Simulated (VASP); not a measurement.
# BN (R3m) in VASP: single point with r2SCAN

Aim: the single point of BN with r2SCAN.

Everything below comes from runs of VASP 6.6.1. Logs are shortened: lines on timing, memory, paths and dates and some standing lists are left out, and cuts for length are marked.

### 1 The cell of the first run

Symmetry: R3m, No. 160, trigonal system. The conventional cell has a = 2.552 Å, b = 2.552 Å, c = 6.476 Å, α = 90.00°, β = 90.00°, γ = 120.00°. B (site symmetry 3m) has 4 N at 1.57 to 1.62 Å within 2.1 Å. N (site symmetry 3m) has 4 B at 1.57 to 1.62 Å within 2.1 Å.

### 2 Single point, r2SCAN (strain along [111] +3.6%)

Input file POSCAR:

```
BN
1.0
    0.0430751675      1.8479006210      1.8479006210
    1.8479006210      0.0430751675      1.8479006210
    1.8479006210      1.8479006210      0.0430751675
B N
1 1
Direct
   -0.0003674759     -0.0003674759     -0.0003674759
    0.2503674759      0.2503674759      0.2503674759
```

Input file INCAR.step1:

```
PREC     = Accurate       # precision mode
ENCUT    = 910            # plane-wave cutoff, eV
ISMEAR   = 0              # smearing method
SIGMA    = 0.01           # smearing width, eV
LREAL    = False          # projectors in reciprocal space
LASPH    = True           # aspherical terms in the spheres
NELM     = 120            # most SCF steps
NBANDS   = 11             # bands
GGA      = PE             # functional
ALGO     = Normal         # electronic algorithm
EDIFF    = 1E-5           # SCF threshold, eV
LWAVE    = True           # write WAVECAR
LCHARG   = False          # write CHGCAR
GGA_COMPAT= False
```

Input file INCAR.step2:

```
PREC     = Accurate       # precision mode
ENCUT    = 910            # plane-wave cutoff, eV
EDIFF    = 1E-6           # SCF threshold, eV
ISMEAR   = 0              # smearing method
SIGMA    = 0.01           # smearing width, eV
LREAL    = False          # projectors in reciprocal space
LASPH    = True           # aspherical terms in the spheres
NELM     = 120            # most SCF steps
ALGO     = Normal         # electronic algorithm
ISIF     = 2              # what is computed and relaxed
LWAVE    = False          # write WAVECAR
LCHARG   = False          # write CHGCAR
METAGGA  = R2SCAN         # meta-GGA
LMIXTAU  = True         
NBANDS   = 11             # bands
ISTART   = 1            
GGA_COMPAT= False
```

Input file KPOINTS:

```
Automatic mesh
0
Gamma
  12 12 12
```

Potentials or basis: VASP PAW PBE potentials, release 64 (B_h, N_h).

Run with:

```
$ cat potpaw_PBE.64/B_h/POTCAR potpaw_PBE.64/N_h/POTCAR > POTCAR
$ cp INCAR.step1 INCAR
$ mpirun -np 1 vasp_std > vasp.out
$ cp INCAR.step2 INCAR
$ mpirun -np 1 vasp_std > vasp.out
```

OUTCAR:

```text
PREC = Accurate
   ENCUT = 910
   EDIFF = 1E-6
   ISMEAR = 0
   LREAL = False
   LASPH = True
   NELM = 120
   ISIF = 2
   METAGGA = R2SCAN
   ISTART = 1

 ion  position               nearest neighbor table
   1  1.000  1.000  1.000-
   2  0.250  0.250  0.250-

  LATTYP: Found a trigonal (rhomboedric) cell.
 ALAT       =     2.6136810977
 COS(alpha) =     0.5231681896

  Lattice vectors:

 A1 = (   0.0430751675,   1.8479006210,   1.8479006210)
 A2 = (   1.8479006210,   0.0430751675,   1.8479006210)
 A3 = (   1.8479006210,   1.8479006210,   0.0430751675)

Analysis of symmetry for initial positions (statically):
=====================================================================
 Subroutine PRICEL returns:
 Original cell was already a primitive cell.

 Routine SETGRP: Setting up the symmetry group for a
 trigonal (rhombohedral) supercell.

 Subroutine GETGRP returns: Found  6 space group operations
 (whereof  6 operations were pure point group operations)
 out of a pool of 12 trial point group operations.

The static configuration has the point symmetry C_3v.

Analysis of symmetry for dynamics (positions and initial velocities):
=====================================================================
 Subroutine PRICEL returns:
 Original cell was already a primitive cell.

 Routine SETGRP: Setting up the symmetry group for a
 trigonal (rhombohedral) supercell.

 Subroutine GETGRP returns: Found  6 space group operations
 (whereof  6 operations were pure point group operations)
 out of a pool of 12 trial point group operations.

The dynamic configuration has the point symmetry C_3v.

 Subroutine INISYM returns: Found  6 space group operations
 (whereof  6 operations are pure point group operations),
 and found     1 'primitive' translations

----------------------------------------------------------------------------------------

                                     Primitive cell

  volume of cell :      12.1790

  direct lattice vectors                    reciprocal lattice vectors
     0.043075167  1.847900621  1.847900621    -0.280226790  0.273843410  0.273843410
     1.847900621  0.043075167  1.847900621     0.273843410 -0.280226790  0.273843410
     1.847900621  1.847900621  0.043075167     0.273843410  0.273843410 -0.280226790

  length of vectors
     2.613681098  2.613681098  2.613681098     0.478024560  0.478024560  0.478024560

  position of ions in fractional coordinates (direct lattice)
     0.999632524  0.999632524  0.999632524
     0.250367476  0.250367476  0.250367476

  ion indices of the primitive-cell ions
   primitive index   ion index
                 1           1
                 2           2

----------------------------------------------------------------------------------------

 KPOINTS: Automatic mesh

Automatic generation of k-mesh.
 Grid dimensions read from file:
 generate k-points for:   12   12   12

 Generating k-lattice:

  Cartesian coordinates                     Fractional coordinates (reciprocal lattice)
    -0.023352232  0.022820284  0.022820284     0.083333333 -0.000000000 -0.000000000
     0.022820284 -0.023352232  0.022820284    -0.000000000  0.083333333 -0.000000000
     0.022820284  0.022820284 -0.023352232    -0.000000000 -0.000000000  0.083333333

  Length of vectors
     0.039835380  0.039835380  0.039835380

  Shift w.r.t. Gamma in fractional coordinates (k-lattice)
     0.000000000  0.000000000  0.000000000

 Subroutine IBZKPT returns following result:
 ===========================================

 Found    189 irreducible k-points:

 Following reciprocal coordinates:
            Coordinates               Weight
  0.000000  0.000000  0.000000      1.000000
  0.083333  0.000000 -0.000000      6.000000
  0.166667  0.000000  0.000000      6.000000
  0.250000  0.000000 -0.000000      6.000000
  0.333333  0.000000  0.000000      6.000000
  0.416667  0.000000  0.000000      6.000000
[... 16 lines left out ...]
  0.500000  0.166667  0.000000     12.000000
 -0.416667  0.166667 -0.000000     12.000000
 [... further k-points ...]
   k-points           NKPTS =    189   k-points in BZ     NKDIM =    189   number of bands    NBANDS=     11
   number of dos      NEDOS =    301   number of ions     NIONS =      2
   total plane-waves  NPLWV =  21952
   dimension x,y,z NGX =    28 NGY =   28 NGZ =   28
   dimension x,y,z NGXF=    56 NGYF=   56 NGZF=   56
   ions per type =               1   1
   NGX,Y,Z   is equivalent  to a cutoff of  17.81, 17.81, 17.81 a.u.
   NGXF,Y,Z  is equivalent  to a cutoff of  35.62, 35.62, 35.62 a.u.
 SYSTEM =  unknown system
   PREC   = accura    normal or accurate (medium, high low for compatibility)
   ISTART =      1    job   : 0-new  1-cont  2-samecut
   ICHARG =      0    charge: 1-file 2-atom 10-const
   ISPIN  =      1    spin polarized calculation?
   LNONCOLLINEAR =      F non collinear calculations
   LSORBIT =      F    spin-orbit coupling
   LASPH  =      T    aspherical Exc in radial PAW
   ENCUT  =  910.0 eV  66.88 Ry    8.18 a.u.   6.43  6.43  6.43*2*pi/ulx,y,z
   NELM   =    120;   NELMIN=  2; NELMDL=  0     # of ELM steps
   EDIFF  = 0.1E-05   stopping-criterion for ELM
   LREAL  =      F    real-space projection
   EDIFFG = 0.1E-04   stopping-criterion for IOM
   NSW    =      0    number of steps for IOM
   IBRION =     -1    ionic relax: 0-MD 1-quasi-New 2-CG
   NFREE  =      0    steps in history (QN), initial steepest desc. (CG)
   ISIF   =      2    stress and relaxation
   ISYM   =      2    0-nonsym 1-usesym 2-fastsym
   POTIM  = 0.5000    time-step for ionic-motion
   TEBEG  =    0.0;   TEEND  =   0.0 temperature during run
   PSTRESS=    0.0 pullay stress
   NELECT =       8.0000    total number of electrons
   NUPDOWN=      -1.0000    fix difference up-down
   EMIN   =  10.00;   EMAX   =-10.00  energy-range for DOS
   EFERMI =   0.00;   METHOD = LEGACY
   ISMEAR =     0;   SIGMA  =   0.01  broadening in eV -4-tet -1-fermi 0-gaus
   EFERMI_NEDOS =   21; number of points for ismear=-14 and -15
   IALGO  =     38    algorithm
   IMIX   =      4    mixing-type and parameters
     AMIX     =   0.40;   BMIX     =  1.00
     AMIX_MAG =   1.60;   BMIX_MAG =  1.00
  volume/ion in A,a.u.               =       6.09        41.09
  Fermi-wavevector in a.u.,A,eV,Ry     =   1.423096  2.689262 27.554564  2.025203
  Thomas-Fermi vector in A             =   2.543730
   LORBIT       =      0    0 simple, 1 ext, 2 COOP (PROOUT), +10 PAW based schemes
   METAGGA = R2SCAN    functional components
   LHFCALC =     F    Hartree Fock is set to
   AEXX    =    0.0000 exact exchange contribution
   IVDW    =     0    specifies the selected vdW correction
   LEPSILON=     F    determine dielectric tensor
   LRPA    =     F    only Hartree local field effects (RPA)
 non-spin polarized calculation
 Gauss-broadening in eV      SIGMA  =   0.01
  energy-cutoff  :      910.00
  volume of cell :       12.18
 maximum number of plane-waves:       778
 NGX is ok and might be reduce to    28
   NGX = 13   NGY = 13   NGZ = 13

 number of electron       8.0000000 magnetization

 Free energy of the ion-electron system (eV)
  ---------------------------------------------------
  ext. energy  EPLUGINS =         0.00000000
  ---------------------------------------------------
  free energy    TOTEN  =       -19.15580830 eV

  energy without entropy =      -19.15580830  energy(sigma->0) =      -19.15580830

 E-fermi :   8.6608     XC(G=0): -13.5914

 val. band max:        8.5270053725   @ k =   0.0000   0.0000   0.0000
 cond. band min:      13.4220577950   @ k =   0.5000   0.5000   0.0000
 fundamental gap:      4.8950524225
 Fermi energy:         8.6607531075

 k-point     1 :       0.0000    0.0000    0.0000
  band No.  band energies     occupation
      1     -12.4384      2.00000
      2       8.4345      2.00000
      3       8.5270      2.00000
      4       8.5270      2.00000
      5      16.9107      0.00000
      6      18.2328      0.00000
      7      18.2328      0.00000
      8      19.4027      0.00000
      9      34.0306      0.00000
     10      36.8525      0.00000
     11      36.8525      0.00000

 k-point     2 :       0.0833    0.0000   -0.0000
  band No.  band energies     occupation
      1     -12.2649      2.00000
      2       7.6088      2.00000
      3       8.2677      2.00000
      4       8.3317      2.00000
      5      17.1382      0.00000
      6      18.3820      0.00000
      7      18.5225      0.00000
      8      20.0572      0.00000
      9      33.7739      0.00000
     10      34.6509      0.00000
     11      34.9321      0.00000

 k-point     3 :       0.1667    0.0000    0.0000
  band No.  band energies     occupation
      1     -11.7513      2.00000
      2       5.4985      2.00000
      3       7.8265      2.00000
      4       7.8547      2.00000
      5      17.6154      0.00000
      6      18.7571      0.00000
      7      19.1909      0.00000
      8      21.4793      0.00000
      9      32.6326      0.00000
     10      33.4351      0.00000
     11      33.5704      0.00000

 k-point     4 :       0.2500    0.0000   -0.0000
  band No.  band energies     occupation
      1     -10.9246      2.00000
      2       2.9917      2.00000
      3       7.3003      2.00000
      4       7.3230      2.00000
      5      18.0126      0.00000
      6      19.2243      0.00000
      7      19.8141      0.00000
      8      22.8682      0.00000
      9      32.0814      0.00000
     10      33.0154      0.00000
     11      33.1418      0.00000
[... 239 lines left out ...]
 k-point    22 :       0.4167    0.1667    0.0000
  band No.  band energies     occupation
      1      -8.9844      2.00000
      2       0.2885      2.00000
      3       5.2110      2.00000
      4       5.4357      2.00000
      5      17.3046      0.00000
      6      21.3002      0.00000
      7      21.9708      0.00000
      8      23.2591      0.00000
      9      29.8288      0.00000
     10      35.4904      0.00000
     11      37.4211      0.00000

 k-point    23 :       0.5000    0.1667    0.0000
  band No.  band energies     occupation
      1      -8.0249      2.00000
      2      -1.2811      2.00000
      3       4.6340      2.00000
      4       5.5116      2.00000
      5      17.6283      0.00000
      6      21.0759      0.00000
      7      21.7888      0.00000
      8      24.6282      0.00000
      9      30.2452      0.00000
     10      35.7071      0.00000
     11      36.7559      0.00000

 k-point    24 :      -0.4167    0.1667   -0.0000
  band No.  band energies     occupation
      1      -7.8210      2.00000
      2      -1.5864      2.00000
      3       4.2513      2.00000
      4       5.8503      2.00000
      5      18.0802      0.00000
      6      20.7562      0.00000
      7      21.4793      0.00000
      8      25.1339      0.00000
      9      30.5810      0.00000
     10      34.3735      0.00000
     11      36.2808      0.00000

 [... further k-points ...]

------------------------ aborting loop because EDIFF is reached ----------------------------------------

  FORCE on cell =-STRESS in cart. coord.  units (eV):
  Direction    XX          YY          ZZ          XY          YZ          ZX
  --------------------------------------------------------------------------------------
  -------------------------------------------------------------------------------------
  Total       -0.9667117     -0.9667117     -0.9667117     -0.7387610     -0.7387610     -0.7387610
  in kB     -127.1733333   -127.1733333   -127.1733333    -97.1858469    -97.1858469    -97.1858469
  external PRESSURE =    -127.1733333 kB  Pullay stress =       0.0000000 kB

 VOLUME and BASIS-vectors are now :
 -----------------------------------------------------------------------------
  energy-cutoff  :      910.00
  volume of cell :       12.18
      direct lattice vectors                 reciprocal lattice vectors
     0.043075167  1.847900621  1.847900621    -0.280226790  0.273843410  0.273843410
     1.847900621  0.043075167  1.847900621     0.273843410 -0.280226790  0.273843410
     1.847900621  1.847900621  0.043075167     0.273843410  0.273843410 -0.280226790

 POSITION                                       TOTAL-FORCE (eV/Angst)
 -----------------------------------------------------------------------------------
      3.73750      3.73750      3.73750         0.000635      0.000635      0.000635
      0.93609      0.93609      0.93609        -0.000635     -0.000635     -0.000635
 -----------------------------------------------------------------------------------
    total drift:                                0.001404      0.001404      0.001404

  FREE ENERGIE OF THE ION-ELECTRON SYSTEM (eV)
  ---------------------------------------------------
  free  energy   TOTEN  =       -19.1558082993 eV

  energy  without entropy=      -19.1558082993  energy(sigma->0) =      -19.15580830
```

Wall time 4.2 min (1 thread of Intel Xeon Platinum 8375C at 2.90GHz (Ice Lake), shared host); peak memory 0.19 GiB.

Results:

- Free energy: -19.1558 eV
- Pressure: -12.7 GPa
- Band gap on the k mesh: 4.90 eV (least direct gap 8.38 eV)

Stress tensor (GPa, compression positive):
```
-12.72  -9.72  -9.72
 -9.72 -12.72  -9.72
 -9.72  -9.72 -12.72
```

Levels at points of the mesh, in eV from the valence-band top:
```tsv
k point	band 2	band 3	band 4	band 5	band 6	band 7
(0.00, 0.00, 0.00)	-0.09	0.00	0.00	8.38	9.71	9.71
(0.50, 0.00, 0.00)	-10.80	-2.12	-2.00	9.89	11.05	11.61
(0.50, 0.50, 0.00)	-9.15	-5.14	-4.76	4.90	9.65	18.58
(0.50, 0.50, 0.50)	-10.87	-1.72	-1.72	11.01	11.53	11.53
```

Caveat: the cell differs from its parent crystal (strain along [111] +3.6%); the cutoff is under 1.25 times the usual one of these potentials, so pressure, stress and relaxed cells hold a basis-set (Pulay) error; the cell stands under tension; the PAW data sets were made with another functional, which shifts forces and pressure a little. A k mesh can miss the band edges.
